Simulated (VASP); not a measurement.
# NaI (Fm-3m) in VASP: further runs

NaI is run at these levels: PBE; tasks: single point.

Everything below comes from runs of VASP 6.6.1. Logs are shortened: lines on timing, memory, paths and dates and some standing lists are left out, and cuts for length are marked.

## Step 1: The cell of the first run

It takes space group Fm-3m (No. 225, cubic). The conventional cell has a = 6.530 Å, b = 6.530 Å, c = 6.530 Å, α = 90.00°, β = 90.00°, γ = 90.00°. Na (site symmetry m-3m) has 6 I at 3.26 Å within 4.3 Å. I (site symmetry m-3m) has 6 Na at 3.26 Å within 4.3 Å.

## Step 2: Single point, PBE

File INCAR:

```
SYSTEM = NaI
PREC = Accurate ; ENCUT = 500
EDIFF = 1E-6 ; ISMEAR = -1
SIGMA = 0.1 ; LREAL = .False.
LASPH = .True. ; NELM = 120
ALGO = Normal ; ISIF = 2
LWAVE = .False. ; LCHARG = .False.
GGA = PE ; NBANDS = 14
GGA_COMPAT = .False.
```

File KPOINTS:

```
regular mesh
0
Gamma
  5 5 5
  0 0 0
```

File POSCAR:

```
NaI
1.0
    0.0000000000      3.2648129735      3.2648129735
    3.2648129735      0.0000000000      3.2648129735
    3.2648129735      3.2648129735      0.0000000000
Na I
1 1
Direct
    0.0000000000      0.0000000000      0.0000000000
    0.5000000000      0.5000000000      0.5000000000
```

Potentials or basis: VASP PAW PBE potentials, release 64 (Na_pv, I).

Launch:

```console
cat potpaw_PBE.64/Na_pv/POTCAR potpaw_PBE.64/I/POTCAR > POTCAR
mpirun -np 1 vasp_std > vasp.out
```

OUTCAR:

```text
SYSTEM = NaI
   PREC = Accurate
   ENCUT = 500
   EDIFF = 1E-6
   ISMEAR = -1
   LREAL = .False.
   LASPH = .True.
   NELM = 120
   ISIF = 2
   GGA = PE

 ion  position               nearest neighbor table
   1  0.000  0.000  0.000-
   2  0.500  0.500  0.500-

  LATTYP: Found a face centered cubic cell.
 ALAT       =     6.5296259470

  Lattice vectors:

 A1 = (   0.0000000000,   3.2648129735,   3.2648129735)
 A2 = (   3.2648129735,   0.0000000000,   3.2648129735)
 A3 = (   3.2648129735,   3.2648129735,   0.0000000000)

Analysis of symmetry for initial positions (statically):
=====================================================================
 Subroutine PRICEL returns:
 Original cell was already a primitive cell.

 Routine SETGRP: Setting up the symmetry group for a
 face centered cubic supercell.

 Subroutine GETGRP returns: Found 48 space group operations
 (whereof 48 operations were pure point group operations)
 out of a pool of 48 trial point group operations.

The static configuration has the point symmetry O_h .

Analysis of symmetry for dynamics (positions and initial velocities):
=====================================================================
 Subroutine PRICEL returns:
 Original cell was already a primitive cell.

 Routine SETGRP: Setting up the symmetry group for a
 face centered cubic supercell.

 Subroutine GETGRP returns: Found 48 space group operations
 (whereof 48 operations were pure point group operations)
 out of a pool of 48 trial point group operations.

The dynamic configuration has the point symmetry O_h .

 Subroutine INISYM returns: Found 48 space group operations
 (whereof 48 operations are pure point group operations),
 and found     1 'primitive' translations

----------------------------------------------------------------------------------------

                                     Primitive cell

  volume of cell :      69.5993

  direct lattice vectors                    reciprocal lattice vectors
     0.000000000  3.264812974  3.264812974    -0.153148129  0.153148129  0.153148129
     3.264812974  0.000000000  3.264812974     0.153148129 -0.153148129  0.153148129
     3.264812974  3.264812974  0.000000000     0.153148129  0.153148129 -0.153148129

  length of vectors
     4.617142786  4.617142786  4.617142786     0.265260341  0.265260341  0.265260341

  position of ions in fractional coordinates (direct lattice)
     0.000000000  0.000000000  0.000000000
     0.500000000  0.500000000  0.500000000

  ion indices of the primitive-cell ions
   primitive index   ion index
                 1           1
                 2           2

----------------------------------------------------------------------------------------

 KPOINTS: regular mesh

Automatic generation of k-mesh.
 Grid dimensions read from file:
 generate k-points for:    5    5    5

 Generating k-lattice:

  Cartesian coordinates                     Fractional coordinates (reciprocal lattice)
    -0.030629626  0.030629626  0.030629626     0.200000000  0.000000000  0.000000000
     0.030629626 -0.030629626  0.030629626     0.000000000  0.200000000  0.000000000
     0.030629626  0.030629626 -0.030629626     0.000000000  0.000000000  0.200000000

  Length of vectors
     0.053052068  0.053052068  0.053052068

  Shift w.r.t. Gamma in fractional coordinates (k-lattice)
     0.000000000  0.000000000  0.000000000

 Subroutine IBZKPT returns following result:
 ===========================================

 Found     10 irreducible k-points:

 Following reciprocal coordinates:
            Coordinates               Weight
  0.000000  0.000000  0.000000      1.000000
  0.200000  0.000000  0.000000      8.000000
  0.400000  0.000000  0.000000      8.000000
  0.200000  0.200000  0.000000      6.000000
  0.400000  0.200000  0.000000     24.000000
 -0.400000  0.200000  0.000000     24.000000
 -0.200000  0.200000  0.000000     12.000000
  0.400000  0.400000  0.000000      6.000000
 -0.400000  0.400000  0.000000     12.000000
 -0.400000  0.400000  0.200000     24.000000
   k-points           NKPTS =     10   k-points in BZ     NKDIM =     10   number of bands    NBANDS=     14
   number of dos      NEDOS =    301   number of ions     NIONS =      2
   total plane-waves  NPLWV =  46656
   dimension x,y,z NGX =    36 NGY =   36 NGZ =   36
   dimension x,y,z NGXF=    72 NGYF=   72 NGZF=   72
   ions per type =               1   1
   NGX,Y,Z   is equivalent  to a cutoff of  12.96, 12.96, 12.96 a.u.
   NGXF,Y,Z  is equivalent  to a cutoff of  25.92, 25.92, 25.92 a.u.
 SYSTEM =  NaI
   PREC   = accura    normal or accurate (medium, high low for compatibility)
   ISTART =      0    job   : 0-new  1-cont  2-samecut
   ICHARG =      2    charge: 1-file 2-atom 10-const
   ISPIN  =      1    spin polarized calculation?
   LNONCOLLINEAR =      F non collinear calculations
   LSORBIT =      F    spin-orbit coupling
   LASPH  =      T    aspherical Exc in radial PAW
   ENCUT  =  500.0 eV  36.75 Ry    6.06 a.u.   8.42  8.42  8.42*2*pi/ulx,y,z
   NELM   =    120;   NELMIN=  2; NELMDL= -5     # of ELM steps
   EDIFF  = 0.1E-05   stopping-criterion for ELM
   LREAL  =      F    real-space projection
   EDIFFG = 0.1E-04   stopping-criterion for IOM
   NSW    =      0    number of steps for IOM
   IBRION =     -1    ionic relax: 0-MD 1-quasi-New 2-CG
   NFREE  =      0    steps in history (QN), initial steepest desc. (CG)
   ISIF   =      2    stress and relaxation
   ISYM   =      2    0-nonsym 1-usesym 2-fastsym
   POTIM  = 0.5000    time-step for ionic-motion
   TEBEG  =    0.0;   TEEND  =   0.0 temperature during run
   PSTRESS=    0.0 pullay stress
   NELECT =      14.0000    total number of electrons
   NUPDOWN=      -1.0000    fix difference up-down
   EMIN   =  10.00;   EMAX   =-10.00  energy-range for DOS
   EFERMI =   0.00;   METHOD = LEGACY
   ISMEAR =    -1;   SIGMA  =   0.10  broadening in eV -4-tet -1-fermi 0-gaus
   EFERMI_NEDOS =   21; number of points for ismear=-14 and -15
   IALGO  =     38    algorithm
   IMIX   =      4    mixing-type and parameters
     AMIX     =   0.40;   BMIX     =  1.00
     AMIX_MAG =   1.60;   BMIX_MAG =  1.00
  volume/ion in A,a.u.               =      34.80       234.84
  Fermi-wavevector in a.u.,A,eV,Ry     =   0.959215  1.812653 12.518626  0.920093
  Thomas-Fermi vector in A             =   2.088391
   LORBIT       =      0    0 simple, 1 ext, 2 COOP (PROOUT), +10 PAW based schemes
   GGA     = PE    functional components
   LHFCALC =     F    Hartree Fock is set to
   AEXX    =    0.0000 exact exchange contribution
   IVDW    =     0    specifies the selected vdW correction
   LEPSILON=     F    determine dielectric tensor
   LRPA    =     F    only Hartree local field effects (RPA)
 non-spin polarized calculation
  energy-cutoff  :      500.00
  volume of cell :       69.60
 maximum number of plane-waves:      1807
 NGX is ok and might be reduce to    36
   NGX = 17   NGY = 17   NGZ = 17

 number of electron      13.9999993 magnetization

 Free energy of the ion-electron system (eV)
  ---------------------------------------------------
  ext. energy  EPLUGINS =         0.00000000
  ---------------------------------------------------
  free energy    TOTEN  =        -5.38674024 eV

  energy without entropy =       -5.38674024  energy(sigma->0) =       -5.38674024

 E-fermi :   2.5501     XC(G=0):  -7.5992

 val. band max:        0.6285164787   @ k =   0.0000   0.0000   0.0000
 cond. band min:       4.2005379823   @ k =   0.0000   0.0000   0.0000
 fundamental gap:      3.5720215036
 Fermi energy:         2.5501343532

 k-point     1 :       0.0000    0.0000    0.0000
  band No.  band energies     occupation
      1     -21.8448      2.00000
      2     -21.8448      2.00000
      3     -21.8448      2.00000
      4     -10.3233      2.00000
      5       0.6285      2.00000
      6       0.6285      2.00000
      7       0.6285      2.00000
      8       4.2005      0.00000
      9       8.5561      0.00000
     10       8.5561      0.00000
     11       8.5561      0.00000
     12      10.3317      0.00000
     13      10.3317      0.00000
     14      11.0438      0.00000

 k-point     2 :       0.2000    0.0000    0.0000
  band No.  band energies     occupation
      1     -21.8463      2.00000
      2     -21.8449      2.00000
      3     -21.8449      2.00000
      4     -10.2280      2.00000
      5      -0.2909      2.00000
      6       0.5315      2.00000
      7       0.5315      2.00000
      8       5.2193      0.00000
      9       8.0174      0.00000
     10       8.7011      0.00000
     11       8.7011      0.00000
     12       9.8706      0.00000
     13       9.8706      0.00000
     14      11.1854      0.00000

 k-point     3 :       0.4000    0.0000    0.0000
  band No.  band energies     occupation
      1     -21.8489      2.00000
      2     -21.8450      2.00000
      3     -21.8450      2.00000
      4     -10.0633      2.00000
      5      -1.3122      2.00000
      6       0.3863      2.00000
      7       0.3863      2.00000
      8       5.7220      0.00000
      9       8.1431      0.00000
     10       8.1431      0.00000
     11       8.9094      0.00000
     12      10.6895      0.00000
     13      11.6139      0.00000
     14      11.6139      0.00000
[... 86 lines left out ...]
 k-point     9 :      -0.4000    0.4000    0.0000
  band No.  band energies     occupation
      1     -21.8478      2.00000
      2     -21.8469      2.00000
      3     -21.8459      2.00000
      4      -9.9603      2.00000
      5      -1.0241      2.00000
      6      -0.4973      2.00000
      7       0.0104      2.00000
      8       5.6168      0.00000
      9       6.9486      0.00000
     10       9.5302      0.00000
     11      10.1099      0.00000
     12      10.7479      0.00000
     13      12.4880      0.00000
     14      14.2687      0.00000

 k-point    10 :      -0.4000    0.4000    0.2000
  band No.  band energies     occupation
      1     -21.8478      2.00000
      2     -21.8467      2.00000
      3     -21.8459      2.00000
      4      -9.9768      2.00000
      5      -0.9549      2.00000
      6      -0.4677      2.00000
      7      -0.0478      2.00000
      8       6.4047      0.00000
      9       7.5551      0.00000
     10       7.7980      0.00000
     11       9.4852      0.00000
     12      11.4693      0.00000
     13      11.8955      0.00000
     14      14.0262      0.00000

------------------------ aborting loop because EDIFF is reached ----------------------------------------

  FORCE on cell =-STRESS in cart. coord.  units (eV):
  Direction    XX          YY          ZZ          XY          YZ          ZX
  --------------------------------------------------------------------------------------
  -------------------------------------------------------------------------------------
  Total        0.0024502      0.0024502      0.0024502      0.0000000      0.0000000     -0.0000000
  in kB        0.0564036      0.0564036      0.0564036      0.0000000      0.0000000     -0.0000000
  external PRESSURE =       0.0564036 kB  Pullay stress =       0.0000000 kB

 VOLUME and BASIS-vectors are now :
 -----------------------------------------------------------------------------
  energy-cutoff  :      500.00
  volume of cell :       69.60
      direct lattice vectors                 reciprocal lattice vectors
     0.000000000  3.264812974  3.264812974    -0.153148129  0.153148129  0.153148129
     3.264812974  0.000000000  3.264812974     0.153148129 -0.153148129  0.153148129
     3.264812974  3.264812974  0.000000000     0.153148129  0.153148129 -0.153148129

 POSITION                                       TOTAL-FORCE (eV/Angst)
 -----------------------------------------------------------------------------------
      0.00000      0.00000      0.00000         0.000000     -0.000000      0.000000
      3.26481      3.26481      3.26481        -0.000000      0.000000     -0.000000
 -----------------------------------------------------------------------------------
    total drift:                                0.000000      0.000000      0.000000

  FREE ENERGIE OF THE ION-ELECTRON SYSTEM (eV)
  ---------------------------------------------------
  free  energy   TOTEN  =        -5.3867402425 eV

  energy  without entropy=       -5.3867402384  energy(sigma->0) =       -5.38674024
```

Wall time 12 s (1 thread of AMD EPYC 7R13 (Zen 3), shared host); peak memory 0.17 GiB.

What came out:

```
Free energy            : -5.3867 eV
Pressure               : 0.0 GPa
Band gap on the k mesh : 3.57 eV
```

Levels at points of the mesh, in eV from the valence-band top:
| k point | band 4 | band 5 | band 6 | band 7 | band 8 | band 9 | band 10 | band 11 |
| --- | --- | --- | --- | --- | --- | --- | --- | --- |
| (0.00, 0.00, 0.00) | -10.95 | 0.00 | 0.00 | 0.00 | 3.57 | 7.93 | 7.93 | 7.93 |

Caveat: spin-orbit coupling is left out, which moves the levels of the heavy elements.

## Step 3: Single point, PBE

File INCAR:

```
PREC = Accurate ; ENCUT = 500
EDIFF = 1E-6 ; ISMEAR = -1
SIGMA = 0.1 ; LREAL = False
LASPH = True ; NELM = 120
ALGO = Normal ; ISIF = 2
LWAVE = False ; LCHARG = False
GGA = PE ; NBANDS = 14
GGA_COMPAT = False
```

File KPOINTS:

```
Automatic mesh
0
Gamma
  5 5 5
```

File POSCAR:

```
NaI
1.0
    0.0000000000      3.2648015568      3.2648015568
    3.2648015568      0.0000000000      3.2648015568
    3.2648015568      3.2648015568      0.0000000000
Na I
1 1
Direct
    0.0000000000      0.0000000000      0.0000000000
    0.5000000000      0.5000000000      0.5000000000
```

Potentials or basis: VASP PAW PBE potentials, release 64 (Na_pv, I).

Launch:

```console
cat potpaw_PBE.64/Na_pv/POTCAR potpaw_PBE.64/I/POTCAR > POTCAR
mpirun -np 1 vasp_std > vasp.out
```

OUTCAR:

```text
PREC = Accurate
   ENCUT = 500
   EDIFF = 1E-6
   ISMEAR = -1
   LREAL = False
   LASPH = True
   NELM = 120
   ISIF = 2
   GGA = PE

 ion  position               nearest neighbor table
   1  0.000  0.000  0.000-
   2  0.500  0.500  0.500-

  LATTYP: Found a face centered cubic cell.
 ALAT       =     6.5296031136

  Lattice vectors:

[... 336 lines left out ...]
     12      11.4694      0.00000
     13      11.8956      0.00000
     14      14.0264      0.00000

------------------------ aborting loop because EDIFF is reached ----------------------------------------

  FORCE on cell =-STRESS in cart. coord.  units (eV):
  Direction    XX          YY          ZZ          XY          YZ          ZX
  --------------------------------------------------------------------------------------
  -------------------------------------------------------------------------------------
  Total        0.0025203      0.0025203      0.0025203      0.0000000     -0.0000000      0.0000000
  in kB        0.0580189      0.0580189      0.0580189      0.0000000     -0.0000000      0.0000000
  external PRESSURE =       0.0580189 kB  Pullay stress =       0.0000000 kB

 VOLUME and BASIS-vectors are now :
 -----------------------------------------------------------------------------
  energy-cutoff  :      500.00
  volume of cell :       69.60
      direct lattice vectors                 reciprocal lattice vectors
     0.000000000  3.264801557  3.264801557    -0.153148665  0.153148665  0.153148665
     3.264801557  0.000000000  3.264801557     0.153148665 -0.153148665  0.153148665
     3.264801557  3.264801557  0.000000000     0.153148665  0.153148665 -0.153148665

 POSITION                                       TOTAL-FORCE (eV/Angst)
 -----------------------------------------------------------------------------------
      0.00000      0.00000      0.00000         0.000000      0.000000      0.000000
      3.26480      3.26480      3.26480        -0.000000     -0.000000     -0.000000
 -----------------------------------------------------------------------------------
    total drift:                                0.000000      0.000000      0.000000

  FREE ENERGIE OF THE ION-ELECTRON SYSTEM (eV)
  ---------------------------------------------------
  free  energy   TOTEN  =        -5.3867402120 eV

  energy  without entropy=       -5.3867402078  energy(sigma->0) =       -5.38674021
```

OSZICAR:

```text
N       E                     dE             d eps       ncg     rms          rms(c)
DAV:   1     0.817931050624E+02    0.81793E+02   -0.64764E+03   280   0.868E+02
DAV:   2     0.165246916569E+01   -0.80141E+02   -0.75109E+02   286   0.215E+02
DAV:   3    -0.527774677855E+01   -0.69302E+01   -0.68915E+01   370   0.620E+01
DAV:   4    -0.545529716298E+01   -0.17755E+00   -0.17752E+00   342   0.101E+01
DAV:   5    -0.545858153563E+01   -0.32844E-02   -0.32843E-02   390   0.128E+00    0.160E+00
DAV:   6    -0.539380725782E+01    0.64774E-01   -0.75249E-02   322   0.157E+00    0.109E+00
DAV:   7    -0.538453173029E+01    0.92755E-02   -0.67417E-02   352   0.131E+00    0.612E-01
DAV:   8    -0.538676160805E+01   -0.22299E-02   -0.58175E-03   322   0.588E-01    0.178E-01
DAV:   9    -0.538672331210E+01    0.38296E-04   -0.21594E-04   328   0.124E-01    0.413E-02
DAV:  10    -0.538673873648E+01   -0.15424E-04   -0.36919E-05   340   0.591E-02    0.101E-02
DAV:  11    -0.538673985734E+01   -0.11209E-05   -0.39746E-06   352   0.183E-02    0.187E-03
DAV:  12    -0.538674021197E+01   -0.35463E-06   -0.52961E-07   298   0.529E-03
   1 F= -.53867402E+01 E0= -.53867402E+01  d E =-.418681E-08
```

stdout:

```text
POSCAR found type information on POSCAR NaI
 POSCAR found :  2 types and       2 ions
 scaLAPACK will be used
 LDA part: xc-table for (Slater+PW92), standard interpolation
 POSCAR, INCAR and KPOINTS ok, starting setup
 FFT: planning ... GRIDC
 FFT: planning ... GRID_SOFT
 FFT: planning ... GRID
 WAVECAR not read
 entering main loop
```

It took 12 s on 1 thread of AMD EPYC 7R13 (Zen 3), shared host; peak memory 0.17 GiB.

What came out:

```yaml
Free_energy: -5.3867 eV
Pressure: 0.0 GPa
Band_gap_on_the_k_mesh: 3.57 eV
```

Caveat: spin-orbit coupling is left out, which moves the levels of the heavy elements.
